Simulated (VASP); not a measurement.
# SbPt (P6_3/mmc) in VASP: notebook

Runs on SbPt. Level: LDA. Tasks: single point.

All numbers are computed with VASP 6.6.1; they aren't measurements. Logs are shortened: lines on timing, memory, paths and dates and some standing lists are left out, and cuts for length are marked.

## (1) The cell of the first run

The structure is hexagonal, space group P6_3/mmc (No. 194). The conventional cell has a = 4.171 Å, b = 4.171 Å, c = 5.472 Å, α = 90.00°, β = 90.00°, γ = 120.00°. Sb (site symmetry -6m2) has 6 Pt at 2.77 Å and 6 Sb at 3.64 Å within 3.7 Å. Within 3.6 Å of Pt (site symmetry -3m) lie 2 Pt at 2.74 Å and 6 Sb at 2.77 Å.

## (2) Single point, LDA (equal xx and yy strain of +1 %)

Input file INCAR:

```
SYSTEM = SbPt
  PREC = Accurate
  ENCUT = 520
  EDIFF = 1E-6
  ISMEAR = -1
  SIGMA = 0.08
  LREAL = .FALSE.
  LASPH = .TRUE.
  NELM = 100
  ALGO = Normal
  ISIF = 2
  LWAVE = .FALSE.
  LCHARG = .TRUE.
  LELF = .TRUE.
  LVHAR = .TRUE.
  NBANDS = 23
```

Input file KPOINTS:

```
regular mesh
0
G
  11 11 8
  0 0 0
```

Input file POSCAR:

```
SbPt
1.0
    4.1712978493      0.0000000000      0.0000000000
   -2.0856489246      3.6124499042      0.0000000000
    0.0000000000      0.0000000000      5.4720000000
Sb Pt
2 2
Direct
    0.3333333333      0.6666666667      0.2500000000
    0.6666666667      0.3333333333      0.7500000000
    0.0000000000      0.0000000000      0.0000000000
    0.0000000000      0.0000000000      0.5000000000
```

Potentials or basis: VASP PAW LDA potentials, release 64 (Sb, Pt).

Launch:

```
> cat potpaw_LDA.64/Sb/POTCAR potpaw_LDA.64/Pt/POTCAR > POTCAR
> mpirun -np 1 vasp_std > vasp.out
```

OUTCAR:

```text
SYSTEM = SbPt
   PREC = Accurate
   ENCUT = 520
   EDIFF = 1E-6
   ISMEAR = -1
   LREAL = .FALSE.
   LASPH = .TRUE.
   NELM = 100
   ISIF = 2

 ion  position               nearest neighbor table
   1  0.333  0.667  0.250-   3 2.77   4 2.77   3 2.77   4 2.77   3 2.77   4 2.77   2 3.64   2 3.64
                             2 3.64   2 3.64   2 3.64   2 3.64
   2  0.667  0.333  0.750-   3 2.77   4 2.77   3 2.77   4 2.77   3 2.77   4 2.77   1 3.64   1 3.64
                             1 3.64   1 3.64   1 3.64   1 3.64
   3  0.000  0.000  0.000-   4 2.74   4 2.74   1 2.77   2 2.77   1 2.77   2 2.77   2 2.77   1 2.77

   4  0.000  0.000  0.500-   3 2.74   3 2.74   1 2.77   2 2.77   1 2.77   2 2.77   2 2.77   1 2.77

  LATTYP: Found a hexagonal cell.
 ALAT       =     4.1712978493
 C/A-ratio  =     1.3118219311

  Lattice vectors:

 A1 = (   4.1712978493,   0.0000000000,   0.0000000000)
 A2 = (  -2.0856489246,   3.6124499042,   0.0000000000)
 A3 = (   0.0000000000,   0.0000000000,   5.4720000000)

Analysis of symmetry for initial positions (statically):
=====================================================================
 Subroutine PRICEL returns:
 Original cell was already a primitive cell.

 Routine SETGRP: Setting up the symmetry group for a
 hexagonal supercell.

 Subroutine GETGRP returns: Found 24 space group operations
 (whereof 12 operations were pure point group operations)
 out of a pool of 24 trial point group operations.

The static configuration has the point symmetry D_3d.
 The point group associated with its full space group is D_6h.

Analysis of symmetry for dynamics (positions and initial velocities):
=====================================================================
 Subroutine PRICEL returns:
 Original cell was already a primitive cell.

 Routine SETGRP: Setting up the symmetry group for a
 hexagonal supercell.

 Subroutine GETGRP returns: Found 24 space group operations
 (whereof 12 operations were pure point group operations)
 out of a pool of 24 trial point group operations.

The dynamic configuration has the point symmetry D_3d.
 The point group associated with its full space group is D_6h.

 Subroutine INISYM returns: Found 24 space group operations
 (whereof 12 operations are pure point group operations),
 and found     1 'primitive' translations

----------------------------------------------------------------------------------------

                                     Primitive cell

  volume of cell :      82.4554

  direct lattice vectors                    reciprocal lattice vectors
     4.171297849  0.000000000  0.000000000     0.239733540  0.138410224  0.000000000
    -2.085648925  3.612449904  0.000000000     0.000000000  0.276820448  0.000000000
     0.000000000  0.000000000  5.472000000     0.000000000  0.000000000  0.182748538

  length of vectors
     4.171297849  4.171297849  5.472000000     0.276820448  0.276820448  0.182748538

  position of ions in fractional coordinates (direct lattice)
     0.333333333  0.666666667  0.250000000
     0.666666667  0.333333333  0.750000000
     0.000000000  0.000000000  0.000000000
     0.000000000  0.000000000  0.500000000

  ion indices of the primitive-cell ions
   primitive index   ion index
                 1           1
                 2           2
                 3           3
                 4           4

----------------------------------------------------------------------------------------

 KPOINTS: regular mesh

Automatic generation of k-mesh.
 Grid dimensions read from file:
 generate k-points for:   11   11    8

 Generating k-lattice:

  Cartesian coordinates                     Fractional coordinates (reciprocal lattice)
     0.021793958  0.012582748  0.000000000     0.090909091 -0.000000000  0.000000000
     0.000000000  0.025165495  0.000000000     0.000000000  0.090909091  0.000000000
     0.000000000  0.000000000  0.022843567     0.000000000  0.000000000  0.125000000

  Length of vectors
     0.025165495  0.025165495  0.022843567

  Shift w.r.t. Gamma in fractional coordinates (k-lattice)
     0.000000000  0.000000000  0.000000000

 Subroutine IBZKPT returns following result:
 ===========================================

 Found     80 irreducible k-points:

 Following reciprocal coordinates:
            Coordinates               Weight
  0.000000  0.000000  0.000000      1.000000
  0.090909 -0.000000  0.000000      6.000000
  0.181818  0.000000  0.000000      6.000000
  0.272727 -0.000000  0.000000      6.000000
  0.363636 -0.000000  0.000000      6.000000
  0.454545  0.000000  0.000000      6.000000
[... 16 lines left out ...]
  0.090909  0.090909  0.125000     12.000000
  0.181818  0.090909  0.125000     24.000000
 [... further k-points ...]
   k-points           NKPTS =     80   k-points in BZ     NKDIM =     80   number of bands    NBANDS=     23
   number of dos      NEDOS =    301   number of ions     NIONS =      4
   total plane-waves  NPLWV =  43008
   dimension x,y,z NGX =    32 NGY =   32 NGZ =   42
   dimension x,y,z NGXF=    64 NGYF=   64 NGZF=   84
   ions per type =               2   2
   NGX,Y,Z   is equivalent  to a cutoff of  12.75, 12.75, 12.76 a.u.
   NGXF,Y,Z  is equivalent  to a cutoff of  25.51, 25.51, 25.52 a.u.
 SYSTEM =  SbPt
   PREC   = accura    normal or accurate (medium, high low for compatibility)
   ISTART =      0    job   : 0-new  1-cont  2-samecut
   ICHARG =      2    charge: 1-file 2-atom 10-const
   ISPIN  =      1    spin polarized calculation?
   LNONCOLLINEAR =      F non collinear calculations
   LSORBIT =      F    spin-orbit coupling
   LASPH  =      T    aspherical Exc in radial PAW
   ENCUT  =  520.0 eV  38.22 Ry    6.18 a.u.   7.76  7.76 10.17*2*pi/ulx,y,z
   NELM   =    100;   NELMIN=  2; NELMDL= -5     # of ELM steps
   EDIFF  = 0.1E-05   stopping-criterion for ELM
   LREAL  =      F    real-space projection
   EDIFFG = 0.1E-04   stopping-criterion for IOM
   NSW    =      0    number of steps for IOM
   IBRION =     -1    ionic relax: 0-MD 1-quasi-New 2-CG
   NFREE  =      0    steps in history (QN), initial steepest desc. (CG)
   ISIF   =      2    stress and relaxation
   ISYM   =      2    0-nonsym 1-usesym 2-fastsym
   POTIM  = 0.5000    time-step for ionic-motion
   TEBEG  =    0.0;   TEEND  =   0.0 temperature during run
   PSTRESS=    0.0 pullay stress
   NELECT =      30.0000    total number of electrons
   NUPDOWN=      -1.0000    fix difference up-down
   EMIN   =  10.00;   EMAX   =-10.00  energy-range for DOS
   EFERMI =   0.00;   METHOD = LEGACY
   ISMEAR =    -1;   SIGMA  =   0.08  broadening in eV -4-tet -1-fermi 0-gaus
   EFERMI_NEDOS =   21; number of points for ismear=-14 and -15
   IALGO  =     38    algorithm
   IMIX   =      4    mixing-type and parameters
     AMIX     =   0.40;   BMIX     =  1.00
     AMIX_MAG =   1.60;   BMIX_MAG =  1.00
  volume/ion in A,a.u.               =      20.61       139.11
  Fermi-wavevector in a.u.,A,eV,Ry     =   1.168716  2.208552 18.584148  1.365896
  Thomas-Fermi vector in A             =   2.305199
   LORBIT       =      0    0 simple, 1 ext, 2 COOP (PROOUT), +10 PAW based schemes
   GGA     = CA    functional components
   LHFCALC =     F    Hartree Fock is set to
   AEXX    =    0.0000 exact exchange contribution
   IVDW    =     0    specifies the selected vdW correction
   LEPSILON=     F    determine dielectric tensor
   LRPA    =     F    only Hartree local field effects (RPA)
 non-spin polarized calculation
  energy-cutoff  :      520.00
  volume of cell :       82.46
 maximum number of plane-waves:      2240
 NGX is ok and might be reduce to    32
   NGX = 15   NGY = 15   NGZ = 21

 number of electron      30.0000004 magnetization

 Free energy of the ion-electron system (eV)
  ---------------------------------------------------
  ext. energy  EPLUGINS =         0.00000000
  ---------------------------------------------------
  free energy    TOTEN  =       -26.34619164 eV

  energy without entropy =      -26.30530543  energy(sigma->0) =      -26.32574853

 E-fermi :   9.7544     XC(G=0): -11.5596

 val. band max:        9.7537217014   @ k =   0.2727   0.0909   0.5000
 cond. band min:       9.7605486504   @ k =   0.3636  -0.0000   0.2500
 fundamental gap:      0.0068269489
 Fermi energy:         9.7543912482

 k-point     1 :       0.0000    0.0000    0.0000
  band No.  band energies     occupation
      1      -3.0213      2.00000
      2       0.8225      2.00000
      3       2.9272      2.00000
      4       3.8481      2.00000
      5       3.8481      2.00000
      6       3.8891      2.00000
[... 15 lines left out ...]
     22      15.0381      0.00000
     23      17.6272      0.00000

 k-point     2 :       0.0909   -0.0000    0.0000
  band No.  band energies     occupation
      1      -2.9225      2.00000
      2       0.7137      2.00000
      3       3.0461      2.00000
      4       3.8657      2.00000
      5       3.8742      2.00000
      6       4.0318      2.00000
[... 15 lines left out ...]
     22      15.5025      0.00000
     23      16.5357      0.00000

 k-point     3 :       0.1818    0.0000    0.0000
  band No.  band energies     occupation
      1      -2.6317      2.00000
      2       0.4584      2.00000
      3       3.3938      2.00000
      4       3.7669      2.00000
      5       3.9329      2.00000
      6       4.4906      2.00000
[... 15 lines left out ...]
     22      16.4429      0.00000
     23      16.4440      0.00000
[... 495 lines left out ...]
 k-point    23 :       0.0909    0.0909    0.1250
  band No.  band energies     occupation
      1      -2.6488      2.00000
      2       0.2812      2.00000
      3       3.3774      2.00000
      4       3.9260      2.00000
      5       3.9795      2.00000
      6       4.6072      2.00000
[... 15 lines left out ...]
     22      15.9587      0.00000
     23      16.4399      0.00000

 k-point    24 :       0.1818    0.0909    0.1250
  band No.  band energies     occupation
      1      -2.2759      2.00000
      2       0.1268      2.00000
      3       3.6198      2.00000
      4       3.7341      2.00000
      5       4.0160      2.00000
      6       4.8229      2.00000
[... 15 lines left out ...]
     22      16.2258      0.00000
     23      17.0224      0.00000

 [... further k-points ...]
[... 5 lines left out ...]
  --------------------------------------------------------------------------------------
  -------------------------------------------------------------------------------------
  Total       -1.2950532     -1.2950532     -1.4050870     -0.0000000      0.0000000      0.0000000
  in kB      -25.1639649    -25.1639649    -27.3020126     -0.0000000      0.0000000      0.0000000
  external PRESSURE =     -25.8766475 kB  Pullay stress =       0.0000000 kB

 VOLUME and BASIS-vectors are now :
 -----------------------------------------------------------------------------
  energy-cutoff  :      520.00
  volume of cell :       82.46
      direct lattice vectors                 reciprocal lattice vectors
     4.171297849  0.000000000  0.000000000     0.239733540  0.138410224  0.000000000
    -2.085648925  3.612449904  0.000000000     0.000000000  0.276820448  0.000000000
     0.000000000  0.000000000  5.472000000     0.000000000  0.000000000  0.182748538

 POSITION                                       TOTAL-FORCE (eV/Angst)
 -----------------------------------------------------------------------------------
     -0.00000      2.40830      1.36800        -0.000000     -0.000000      0.000000
      2.08565      1.20415      4.10400         0.000000      0.000000      0.000000
      0.00000      0.00000      0.00000         0.000000      0.000000      0.000000
      0.00000      0.00000      2.73600         0.000000      0.000000      0.000000
 -----------------------------------------------------------------------------------
    total drift:                                0.000000     -0.000000      0.000000

  FREE ENERGIE OF THE ION-ELECTRON SYSTEM (eV)
  ---------------------------------------------------
  free  energy   TOTEN  =       -26.3461916378 eV

  energy  without entropy=      -26.3053054304  energy(sigma->0) =      -26.32574853
```

It took 96 s on 1 thread of Intel Xeon 6975P-C, shared host; peak memory 0.27 GiB.

What came out:

```yaml
Free_energy: -26.3462 eV
Pressure: -2.6 GPa
Band_gap_on_the_k_mesh: zero (band 15 reaches 12.06 eV, above the bottom of band 16 at 8.20 eV)
```

Levels at points of the mesh, in eV from the Fermi level:
```csv
k point,band 12,band 13,band 14,band 15,band 16,band 17,band 18,band 19
"(0.00, 0.00, 0.00)",-2.06,-0.09,-0.09,0.82,2.32,2.38,3.50,3.51
"(0.00, 0.00, 0.50)",-3.55,-1.22,-1.22,2.31,2.31,2.31,2.31,5.23
```

Caveat: the cell differs from its parent crystal (equal xx and yy strain of +1 %); spin-orbit coupling is left out, which moves the levels of the heavy elements.

[end of part 1 of 2]
